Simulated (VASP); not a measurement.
# AlNi (Cmmm) in VASP: single point with r2SCAN

Aim: the single point of AlNi with r2SCAN.

Program: VASP 6.6.1. These are calculated values, not measurements. Logs are shortened: lines on timing, memory, paths and dates and some standing lists are left out, and cuts for length are marked.

## Step 1: The cell of the first run

The structure is orthorhombic, space group Cmmm (No. 65). Conventional cell: a = 3.877 Å, b = 3.906 Å, c = 3.099 Å, α = 90.00°, β = 90.00°, γ = 90.00°. Al (site symmetry mmm) has 8 Ni at 2.48 to 2.49 Å and 6 Al at 2.75 to 3.10 Å within 3.3 Å. Within 3.3 Å of Ni (site symmetry mmm) lie 8 Al at 2.48 to 2.49 Å and 6 Ni at 2.75 to 3.10 Å.

## Step 2: Single point, r2SCAN

The input, POSCAR:

```
AlNi
1.0
    1.9386940000     -1.9531901500      0.0000000000
    1.9386940000      1.9531901500      0.0000000000
    0.0000000000      0.0000000000      3.0994300413
Al Ni
1 1
Direct
    0.0000000000      0.0000000000      0.0000000000
    0.5000000000      0.5000000000      0.5000000000
```

The input, INCAR.step1:

```
ALGO = Normal ; EDIFF = 1E-4
ENCUT = 520 ; GGA = PE
ISMEAR = 0 ; LASPH = True
LCHARG = False ; LREAL = False
LWAVE = True ; NBANDS = 14
NELM = 80 ; PREC = Accurate
SIGMA = 0.1
```

The input, INCAR.step2:

```
ALGO = Normal ; EDIFF = 1E-6
ENCUT = 520 ; ISIF = 2
ISMEAR = 0 ; ISTART = 1
LASPH = True ; LCHARG = False
LMIXTAU = True ; LREAL = False
LWAVE = False ; METAGGA = R2SCAN
NBANDS = 14 ; NELM = 80
PREC = Accurate ; SIGMA = 0.1
```

The input, KPOINTS:

```
k-points
0
Gamma
  16 16 14
```

Potentials or basis: VASP PAW PBE potentials, release 64 (Al, Ni).

Command:

```bash
> cat potpaw_PBE.64/Al/POTCAR potpaw_PBE.64/Ni/POTCAR > POTCAR
> cp INCAR.step1 INCAR
> mpirun -np 1 vasp_std > vasp.out
> cp INCAR.step2 INCAR
> mpirun -np 1 vasp_std > vasp.out
```

OUTCAR:

```text
EDIFF = 1E-6
   ENCUT = 520
   ISIF = 2
   ISMEAR = 0
   ISTART = 1
   LASPH = True
   LREAL = False
   METAGGA = R2SCAN
   NELM = 80
   PREC = Accurate

 ion  position               nearest neighbor table
   1  0.000  0.000  0.000-   2 2.48   2 2.48   2 2.48   2 2.48   2 2.49   2 2.49   2 2.49   2 2.49

   2  0.500  0.500  0.500-   1 2.48   1 2.48   1 2.48   1 2.48   1 2.49   1 2.49   1 2.49   1 2.49

  LATTYP: Found a base centered orthorhombic cell.
 ALAT       =     3.8773880000
 B/A-ratio  =     1.0074772759
 C/A-ratio  =     0.7993603017

  Lattice vectors:

 A1 = (   1.9386940000,  -1.9531901500,   0.0000000000)
 A2 = (   1.9386940000,   1.9531901500,   0.0000000000)
 A3 = (   0.0000000000,   0.0000000000,   3.0994300413)

Analysis of symmetry for initial positions (statically):
=====================================================================
 Subroutine PRICEL returns:
 Original cell was already a primitive cell.

 Routine SETGRP: Setting up the symmetry group for a
 base centered orthorhombic supercell.

 Subroutine GETGRP returns: Found  8 space group operations
 (whereof  8 operations were pure point group operations)
 out of a pool of  8 trial point group operations.

The static configuration has the point symmetry D_2h.

Analysis of symmetry for dynamics (positions and initial velocities):
=====================================================================
 Subroutine PRICEL returns:
 Original cell was already a primitive cell.

 Routine SETGRP: Setting up the symmetry group for a
 base centered orthorhombic supercell.

 Subroutine GETGRP returns: Found  8 space group operations
 (whereof  8 operations were pure point group operations)
 out of a pool of  8 trial point group operations.

The dynamic configuration has the point symmetry D_2h.

 Subroutine INISYM returns: Found  8 space group operations
 (whereof  8 operations are pure point group operations),
 and found     1 'primitive' translations

----------------------------------------------------------------------------------------

                                     Primitive cell

  volume of cell :      23.4728

  direct lattice vectors                    reciprocal lattice vectors
     1.938694000 -1.953190150  0.000000000     0.257905580 -0.255991461  0.000000000
     1.938694000  1.953190150  0.000000000     0.257905580  0.255991461  0.000000000
     0.000000000  0.000000000  3.099430041     0.000000000  0.000000000  0.322639965

  length of vectors
     2.751996764  2.751996764  3.099430041     0.363382603  0.363382603  0.322639965

  position of ions in fractional coordinates (direct lattice)
     0.000000000  0.000000000  0.000000000
     0.500000000  0.500000000  0.500000000

  ion indices of the primitive-cell ions
   primitive index   ion index
                 1           1
                 2           2

----------------------------------------------------------------------------------------

 KPOINTS: k-points

Automatic generation of k-mesh.
 Grid dimensions read from file:
 generate k-points for:   16   16   14

 Generating k-lattice:

  Cartesian coordinates                     Fractional coordinates (reciprocal lattice)
     0.016119099 -0.015999466  0.000000000     0.062500000  0.000000000  0.000000000
     0.016119099  0.015999466  0.000000000     0.000000000  0.062500000  0.000000000
     0.000000000  0.000000000  0.023045712     0.000000000  0.000000000  0.071428571

  Length of vectors
     0.022711413  0.022711413  0.023045712

  Shift w.r.t. Gamma in fractional coordinates (k-lattice)
     0.000000000  0.000000000  0.000000000

 Subroutine IBZKPT returns following result:
 ===========================================

 Found    584 irreducible k-points:

 Following reciprocal coordinates:
            Coordinates               Weight
  0.000000  0.000000  0.000000      1.000000
  0.062500  0.000000  0.000000      4.000000
  0.125000  0.000000  0.000000      4.000000
  0.187500  0.000000  0.000000      4.000000
  0.250000  0.000000  0.000000      4.000000
  0.312500 -0.000000  0.000000      4.000000
[... 16 lines left out ...]
 -0.125000  0.062500  0.000000      4.000000
 -0.062500  0.062500  0.000000      2.000000
 [... further k-points ...]
   k-points           NKPTS =    584   k-points in BZ     NKDIM =    584   number of bands    NBANDS=     14
   number of dos      NEDOS =    301   number of ions     NIONS =      2
   total plane-waves  NPLWV =   9600
   dimension x,y,z NGX =    20 NGY =   20 NGZ =   24
   dimension x,y,z NGXF=    40 NGYF=   40 NGZF=   48
   ions per type =               1   1
   NGX,Y,Z   is equivalent  to a cutoff of  12.08, 12.08, 12.87 a.u.
   NGXF,Y,Z  is equivalent  to a cutoff of  24.16, 24.16, 25.75 a.u.
 SYSTEM =  unknown system
   PREC   = accura    normal or accurate (medium, high low for compatibility)
   ISTART =      1    job   : 0-new  1-cont  2-samecut
   ICHARG =      0    charge: 1-file 2-atom 10-const
   ISPIN  =      1    spin polarized calculation?
   LNONCOLLINEAR =      F non collinear calculations
   LSORBIT =      F    spin-orbit coupling
   LASPH  =      T    aspherical Exc in radial PAW
   ENCUT  =  520.0 eV  38.22 Ry    6.18 a.u.   5.12  5.12  5.76*2*pi/ulx,y,z
   NELM   =     80;   NELMIN=  2; NELMDL=  0     # of ELM steps
   EDIFF  = 0.1E-05   stopping-criterion for ELM
   LREAL  =      F    real-space projection
   EDIFFG = 0.1E-04   stopping-criterion for IOM
   NSW    =      0    number of steps for IOM
   IBRION =     -1    ionic relax: 0-MD 1-quasi-New 2-CG
   NFREE  =      0    steps in history (QN), initial steepest desc. (CG)
   ISIF   =      2    stress and relaxation
   ISYM   =      2    0-nonsym 1-usesym 2-fastsym
   POTIM  = 0.5000    time-step for ionic-motion
   TEBEG  =    0.0;   TEEND  =   0.0 temperature during run
   PSTRESS=    0.0 pullay stress
   NELECT =      13.0000    total number of electrons
   NUPDOWN=      -1.0000    fix difference up-down
   EMIN   =  10.00;   EMAX   =-10.00  energy-range for DOS
   EFERMI =   0.00;   METHOD = LEGACY
   ISMEAR =     0;   SIGMA  =   0.10  broadening in eV -4-tet -1-fermi 0-gaus
   EFERMI_NEDOS =   21; number of points for ismear=-14 and -15
   IALGO  =     38    algorithm
   IMIX   =      4    mixing-type and parameters
     AMIX     =   0.40;   BMIX     =  1.00
     AMIX_MAG =   1.60;   BMIX_MAG =  1.00
  volume/ion in A,a.u.               =      11.74        79.20
  Fermi-wavevector in a.u.,A,eV,Ry     =   1.344417  2.540580 24.591955  1.807458
  Thomas-Fermi vector in A             =   2.472413
   LORBIT       =      0    0 simple, 1 ext, 2 COOP (PROOUT), +10 PAW based schemes
   METAGGA = R2SCAN    functional components
   LHFCALC =     F    Hartree Fock is set to
   AEXX    =    0.0000 exact exchange contribution
   IVDW    =     0    specifies the selected vdW correction
   LEPSILON=     F    determine dielectric tensor
   LRPA    =     F    only Hartree local field effects (RPA)
 non-spin polarized calculation
 Gauss-broadening in eV      SIGMA  =   0.10
  energy-cutoff  :      520.00
  volume of cell :       23.47
 maximum number of plane-waves:       646
   NGX = 11   NGY = 11   NGZ = 11

 number of electron      13.0000022 magnetization

 Free energy of the ion-electron system (eV)
  ---------------------------------------------------
  ext. energy  EPLUGINS =         0.00000000
  ---------------------------------------------------
  free energy    TOTEN  =       -20.02242112 eV

  energy without entropy =      -20.01769309  energy(sigma->0) =      -20.02005711

 E-fermi :  10.1484     XC(G=0): -13.1119

 val. band max:       10.1445860879   @ k =   0.5000   0.4375   0.2857
 cond. band min:      10.1611460265   @ k =  -0.3125   0.1875   0.3571
 fundamental gap:      0.0165599387
 Fermi energy:        10.1483655452

 k-point     1 :       0.0000    0.0000    0.0000
  band No.  band energies     occupation
      1      -1.7339      2.00000
      2       6.5634      2.00000
      3       6.7646      2.00000
      4       8.4167      2.00000
      5       8.4363      2.00000
      6       8.6790      2.00000
      7      13.2878      0.00000
      8      17.5438      0.00000
      9      17.6741      0.00000
     10      17.7188      0.00000
     11      19.1141      0.00000
     12      26.0402      0.00000
     13      31.6188      0.00000
     14      31.6327      0.00000

 k-point     2 :       0.0625    0.0000    0.0000
  band No.  band energies     occupation
      1      -1.6509      2.00000
      2       6.5856      2.00000
      3       6.7716      2.00000
      4       8.3650      2.00000
      5       8.4327      2.00000
      6       8.6470      2.00000
      7      13.4163      0.00000
      8      16.4101      0.00000
      9      17.7015      0.00000
     10      17.7964      0.00000
     11      20.0843      0.00000
     12      26.4058      0.00000
     13      30.4031      0.00000
     14      31.6431      0.00000

 k-point     3 :       0.1250    0.0000    0.0000
  band No.  band energies     occupation
      1      -1.4032      2.00000
      2       6.6418      2.00000
      3       6.7864      2.00000
      4       8.2064      2.00000
      5       8.4452      2.00000
      6       8.5582      2.00000
      7      13.7821      0.00000
      8      14.7260      0.00000
      9      17.7559      0.00000
     10      18.0899      0.00000
     11      21.2461      0.00000
     12      27.4968      0.00000
     13      28.5863      0.00000
     14      31.5830      0.00000

 k-point     4 :       0.1875    0.0000    0.0000
  band No.  band energies     occupation
      1      -0.9937      2.00000
      2       6.6628      2.00000
      3       6.8231      2.00000
      4       7.9926      2.00000
      5       8.4304      2.00000
      6       8.4654      2.00000
      7      13.1051      0.00000
      8      14.3417      0.00000
      9      17.8470      0.00000
     10      18.5606      0.00000
     11      22.1245      0.00000
     12      26.7900      0.00000
     13      29.1320      0.00000
     14      29.9338      0.00000

 k-point     5 :       0.2500    0.0000    0.0000
  band No.  band energies     occupation
      1      -0.4278      2.00000
      2       6.4993      2.00000
      3       6.9252      2.00000
      4       7.7688      2.00000
      5       8.2868      2.00000
      6       8.4895      2.00000
      7      11.7121      0.00000
      8      15.0532      0.00000
      9      17.9707      0.00000
     10      19.1876      0.00000
     11      22.8175      0.00000
[... 276 lines left out ...]
 k-point    22 :      -0.1875    0.0625    0.0000
  band No.  band energies     occupation
      1      -0.9161      2.00000
      2       6.6854      2.00000
      3       6.8414      2.00000
      4       7.9989      2.00000
      5       8.3879      2.00000
      6       8.4159      2.00000
      7      13.1661      0.00000
      8      14.4542      0.00000
      9      17.1118      0.00000
     10      18.6174      0.00000
     11      22.8979      0.00000
     12      26.8607      0.00000
     13      28.7341      0.00000
     14      29.4344      0.00000

 k-point    23 :      -0.1250    0.0625    0.0000
  band No.  band energies     occupation
      1      -1.3235      2.00000
      2       6.6618      2.00000
      3       6.8016      2.00000
      4       8.2094      2.00000
      5       8.3938      2.00000
      6       8.5193      2.00000
      7      13.9010      0.00000
      8      14.7622      0.00000
      9      16.8096      0.00000
     10      18.3582      0.00000
     11      21.9736      0.00000
     12      27.6872      0.00000
     13      28.6460      0.00000
     14      30.6373      0.00000

 k-point    24 :      -0.0625    0.0625    0.0000
  band No.  band energies     occupation
      1      -1.5695      2.00000
      2       6.6069      2.00000
      3       6.7815      2.00000
      4       8.3588      2.00000
      5       8.3859      2.00000
      6       8.6125      2.00000
      7      13.5412      0.00000
      8      16.2377      0.00000
      9      16.7547      0.00000
     10      18.1709      0.00000
     11      20.8177      0.00000
     12      26.7169      0.00000
     13      30.2748      0.00000
     14      30.6888      0.00000

 [... further k-points ...]

------------------------ aborting loop because EDIFF is reached ----------------------------------------

  FORCE on cell =-STRESS in cart. coord.  units (eV):
  Direction    XX          YY          ZZ          XY          YZ          ZX
  --------------------------------------------------------------------------------------
  -------------------------------------------------------------------------------------
  Total        0.5225558      0.2827035     -0.6470537     -0.0000000      0.0000000      0.0000000
  in kB       35.6679065     19.2963904    -44.1657135     -0.0000000      0.0000000      0.0000000
  external PRESSURE =       3.5995278 kB  Pullay stress =       0.0000000 kB

 VOLUME and BASIS-vectors are now :
 -----------------------------------------------------------------------------
  energy-cutoff  :      520.00
  volume of cell :       23.47
      direct lattice vectors                 reciprocal lattice vectors
     1.938694000 -1.953190150  0.000000000     0.257905580 -0.255991461  0.000000000
     1.938694000  1.953190150  0.000000000     0.257905580  0.255991461  0.000000000
     0.000000000  0.000000000  3.099430041     0.000000000  0.000000000  0.322639965

 POSITION                                       TOTAL-FORCE (eV/Angst)
 -----------------------------------------------------------------------------------
      0.00000      0.00000      0.00000        -0.000000      0.000000      0.000000
      1.93869      0.00000      1.54972         0.000000     -0.000000      0.000000
 -----------------------------------------------------------------------------------
    total drift:                                0.000000      0.000000      0.000000

  FREE ENERGIE OF THE ION-ELECTRON SYSTEM (eV)
  ---------------------------------------------------
  free  energy   TOTEN  =       -20.0224211248 eV

  energy  without entropy=      -20.0176930940  energy(sigma->0) =      -20.02005711
```

Wall time 5.6 min (1 thread of Intel Xeon Platinum 8259CL at 2.50GHz (Skylake/Cascade Lake), shared host); peak memory 0.3 GiB.

What came out:

| Item | Value |
| --- | --- |
| Free energy | -20.0224 eV |
| Pressure | 0.4 GPa |
| Band gap on the k mesh | zero (an odd number of electrons rules out a gap without spin polarisation) |

Stress tensor (GPa, compression positive):
```
 3.57  0.00  0.00
 0.00  1.93  0.00
 0.00  0.00 -4.42
```

Levels at points of the mesh, in eV from the Fermi level:
| k point | band 3 | band 4 | band 5 | band 6 | band 7 | band 8 | band 9 | band 10 | band 11 | band 12 |
| --- | --- | --- | --- | --- | --- | --- | --- | --- | --- | --- |
| (0.00, 0.00, 0.00) | -3.38 | -1.73 | -1.71 | -1.47 | 3.14 | 7.40 | 7.53 | 7.57 | 8.97 | 15.89 |
| (0.50, 0.00, 0.00) | -2.90 | -2.87 | -2.21 | -1.60 | -0.36 | 8.19 | 8.29 | 9.95 | 12.26 | 13.57 |
| (0.50, 0.50, 0.00) | -2.63 | -2.55 | -2.55 | -2.50 | -0.85 | 2.32 | 3.53 | 11.65 | 14.28 | 14.32 |
| (0.00, 0.00, 0.50) | -3.05 | -2.18 | -2.16 | -1.43 | -1.30 | 8.77 | 11.81 | 11.86 | 12.26 | 12.27 |
| (0.50, 0.00, 0.50) | -3.67 | -3.10 | -2.13 | -1.99 | -1.28 | 1.41 | 2.38 | 14.69 | 16.32 | 17.18 |
| (0.50, 0.50, 0.50) | -4.34 | -1.25 | -0.84 | 1.86 | 2.12 | 2.25 | 4.22 | 4.32 | 4.69 | 5.54 |

Caveat: the stress differs along the axes, from -4 to 4 GPa; the PAW data sets were made with another functional, which shifts forces and pressure a little. Spin polarisation is off, so any magnetic state and its effect on volume and gap are missing.
